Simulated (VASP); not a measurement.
SiNi, 8 atoms in the cell. Symmetry: P2_13, No. 198, cubic system. The conventional cell has a = 4.520 Å, b = 4.520 Å, c = 4.520 Å, α = 90.00°, β = 90.00°, γ = 90.00°. Si (site symmetry 3) has 7 Ni at 2.37 to 2.45 Å and 6 Si at 2.79 Å within 3.1 Å. Ni (site symmetry 3) has 7 Si at 2.37 to 2.45 Å and 6 Ni at 2.78 Å within 3.1 Å. 

```yaml
Program: VASP 6.6.1
Task: relaxation of cell and atoms
Functional: PBE
Potentials_or_basis: VASP PAW PBE potentials, release 64 (Si, Ni)
Cutoff: 600 eV
k_mesh: 8 × 8 × 8
Occupations: gaussian, width 0.1 eV
Spin: no spin polarisation
Dipole_correction: no
Further_INCAR_settings: ALGO = Normal; EDIFF = 1e-06; IBRION = 2; EDIFFG = -0.01; NSW = 100; ISIF = 3
```

Potentials or basis: VASP PAW PBE potentials, release 64 (Si, Ni).

Command:

```console
$ cat potpaw_PBE.64/Si/POTCAR potpaw_PBE.64/Ni/POTCAR > POTCAR
$ mpirun -np 1 vasp_std > vasp.out
```

Hardware: 1 thread of Intel Xeon 8259CL (shared host).

Task: How long does it take, and how much memory?

Result: Wall time 6.5 min on 1 thread of Intel Xeon 8259CL, with other jobs on the host, peak memory 0.3 GiB. Counts: scf iterations 30, k points 45, ion steps 3.
